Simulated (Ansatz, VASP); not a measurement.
NaF in VASP and in Ansatz

Contents of POSCAR:

```
NaF
1.0
    2.7934852186      0.0000000000      0.0000000000
    0.0000000000      2.7934852186      0.0000000000
    0.0000000000      0.0000000000      2.7934852186
Na F
1 1
Direct
    0.0000000000      0.0000000000      0.0000000000
    0.5000000000      0.5000000000      0.5000000000
```

INCAR.step1

```
SYSTEM = NaF
PREC = Accurate
ENCUT = 520
EDIFF = 1E-5
ISMEAR = 0
SIGMA = 0.01
LREAL = .FALSE.
LASPH = .TRUE.
NELM = 60
ALGO = Normal
ISIF = 2
LWAVE = .TRUE.
LCHARG = .FALSE.
GGA = PE
NBANDS = 14
```

File INCAR.step2:

```
SYSTEM = NaF
PREC = Accurate
ENCUT = 520
EDIFF = 1E-6
ISMEAR = 0
SIGMA = 0.01
LREAL = .FALSE.
LASPH = .TRUE.
NELM = 60
ALGO = Normal
ISIF = 2
LWAVE = .FALSE.
LCHARG = .FALSE.
GGA = PE
LHFCALC = .TRUE.
AEXX = 0.05
HFSCREEN = 0.5
PRECFOCK = Normal
ISTART = 1
NBANDS = 14
```

The input KPOINTS:

```
regular mesh
0
G
  4 4 4
  0 0 0
```

Input for Ansatz:

```yaml
crystal:
  lattice:
    - [2.7934852186, 0.0, 0.0]
    - [0.0, 2.7934852186, 0.0]
    - [0.0, 0.0, 2.7934852186]
  atoms:
    - { symbol: Na, position: [0.0, 0.0, 0.0] }
    - { symbol: F, position: [0.5, 0.5, 0.5] }
kpoints:
  mp_grid: { grid: [4, 4, 4] }
hamiltonian:
  xc: { exchange: pbe, correlation: pbe, exx: { coeff: 0.05, omega: 0.5 } }
scf:
  occupations: { method: fixed }
  n_extra_bands: 4
output:
  forces: true
  stress: true
  eigenvalues: true
```

Alike in both runs: task single point; functional PBE-based screened hybrid; k mesh 4 × 4 × 4; no spin polarisation.

|  | VASP | Ansatz |
| --- | --- | --- |
| version | VASP 6.6.1 | Ansatz 0.2.0 |
| potentials or method | VASP PAW PBE potentials, release 64 (Na_pv, F) | plane waves |
| plane-wave cutoff (eV) | 520 | 420 |
| occupations | gaussian, width 0.01 eV | fixed |
| valence electrons in the cell | 14 | 16 |

VASP gave:

```
gap on the k mesh at the Fermi level (eV) : 6.39
pressure (GPa)                            : 3.8
```

**Question.** Which values does Ansatz return?

**Answer.** gap on the k mesh at the Fermi level (eV): 6.41; pressure (GPa): 3.9.

VASP's potentials were made for PBE, not for PBE-based screened hybrid. VASP's potentials hold 14 valence electrons a cell and Ansatz's 16, so a difference there can come from the potentials and not from the codes. Ansatz's warnings: stress exchange threshold loose, stress scf threshold loose.

The k mesh is coarse, so the values compare programs but aren't converged.
